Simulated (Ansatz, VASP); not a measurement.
Mo in VASP and in Ansatz

```
CELL_PARAMETERS angstrom
-1.41430 1.57232 1.75404
1.41430 -1.57232 1.75404
1.41430 1.57232 -1.75404
ATOMIC_POSITIONS crystal
Mo 0.00000 0.00000 0.00000
```

Change from the starting cell: strain +e along x and -e along y -0.0500, strain +e along z and -e/2 along x and y +0.1100.

Alike in both runs: task single point; functional PBE; k mesh 20 × 20 × 20; occupations gaussian, width 0.15 eV; no spin polarisation.

```csv
,VASP,Ansatz
version,VASP 6.6.1,Ansatz 0.2.0
potentials or method,"VASP PAW PBE potentials, release 64 (Mo_sv), cutoff 520 eV","scalar-relativistic, plane waves, PAW"
valence electrons in the cell,14,14
```

```tsv
	VASP	Ansatz	Ansatz less VASP
gap on the k mesh at the Fermi level (eV)	none	none	-
pressure (GPa)	7.1	6.6	-0.52
traceless stress, the component that is largest in VASP (GPa)	18.12	18.08	-0.038
```

A gap of «none» marks a metal or a gap that the smearing closes.
